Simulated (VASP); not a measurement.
# NaI: single point with HSE06

Crystal: NaI.

```xyz
2
Lattice="4.0558 0.0000 0.0000 0.0000 4.0558 0.0000 0.0000 0.0000 4.0558" Properties=species:S:1:pos:R:3 pbc="T T T"
Na    0.0000    0.0000    0.0000
I     2.0279    2.0279    2.0279
```

```
Program                            : VASP 6.6.1
Task                               : single point
Functional                         : HSE06
Potentials or basis                : VASP PAW PBE potentials, release 64 (Na_pv, I)
Cutoff                             : 520 eV
k mesh                             : 4 × 4 × 4
Occupations                        : fermi-dirac, width 0.02 eV
Spin                               : no spin polarisation
Dipole correction                  : no
Grid for exact exchange (PRECFOCK) : Normal
Further INCAR settings             : ALGO = Normal; EDIFF = 1e-06; NBANDS = 14
Share of exact exchange            : 0.25
Screening parameter                : 0.2079 1/Å
```

The pressure is 0.0 GPa and the band gap on the k mesh is 3.21 eV (least direct gap 3.70 eV).

Levels at points of the mesh, in eV from the valence-band top:
```csv
k point,band 5,band 6,band 7,band 8,band 9,band 10
"(0.00, 0.00, 0.00)",-0.69,-0.69,-0.69,3.21,6.54,6.54
"(0.50, 0.00, 0.00)",-3.44,-0.34,-0.34,5.58,7.37,8.07
"(0.50, 0.50, 0.00)",-2.74,-2.74,0.00,3.70,8.02,9.34
"(0.50, 0.50, 0.50)",-2.23,-2.23,-2.23,5.10,5.10,5.10
```

Run time: 8.6 min on 1 thread of Intel Xeon 8259CL, on a shared host, peak memory 0.28 GiB.

Caveat: the PAW data sets were made with another functional, which shifts forces and pressure a little; spin-orbit coupling is left out, which moves the levels of the heavy elements. A k mesh can miss the band edges.
